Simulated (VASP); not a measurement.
Ge: single point with PBEsol

The system is Ge.

```
CELL_PARAMETERS angstrom
0.00000 2.83858 2.83858
2.83858 0.00000 2.83858
2.83858 2.83858 0.00000
ATOMIC_POSITIONS crystal
Ge 0.00000 0.00000 0.00000
Ge 0.25000 0.25000 0.25000
```

```json
{
 "Program": "VASP 6.6.1",
 "Task": "single point",
 "Functional": "PBEsol",
 "Potentials or basis": "VASP PAW PBE potentials, release 64 (Ge_d)",
 "Cutoff": "520 eV",
 "k mesh": "8 × 8 × 8",
 "Occupations": "fermi-dirac, width 0.136057 eV",
 "Spin": "no spin polarisation",
 "Dipole correction": "no",
 "Further INCAR settings": "ALGO = Normal; EDIFF = 1e-06; NBANDS = 21"
}
```

```
Pressure               : -0.4 GPa
Band gap on the k mesh : zero (filled and empty bands touch)
```

Levels at points of the mesh, in eV from the Fermi level:
| k point | band 11 | band 12 | band 13 | band 14 | band 15 | band 16 | band 17 | band 18 |
| --- | --- | --- | --- | --- | --- | --- | --- | --- |
| (0.00, 0.00, 0.00) | -12.71 | -0.10 | 0.00 | 0.00 | 0.00 | 2.53 | 2.53 | 2.53 |
| (0.50, 0.00, 0.00) | -10.64 | -7.58 | -1.39 | -1.39 | 0.10 | 3.71 | 3.71 | 6.96 |
| (0.50, 0.50, 0.00) | -8.86 | -8.86 | -3.05 | -3.05 | 0.68 | 0.68 | 9.41 | 9.41 |

It took 17 s on 1 thread of Intel(R) Xeon(R) 6975P-C (Granite Rapids), with other jobs on the host, peak memory 0.16 GiB.

Caveat: the PAW data sets were made with another functional, which shifts forces and pressure a little.
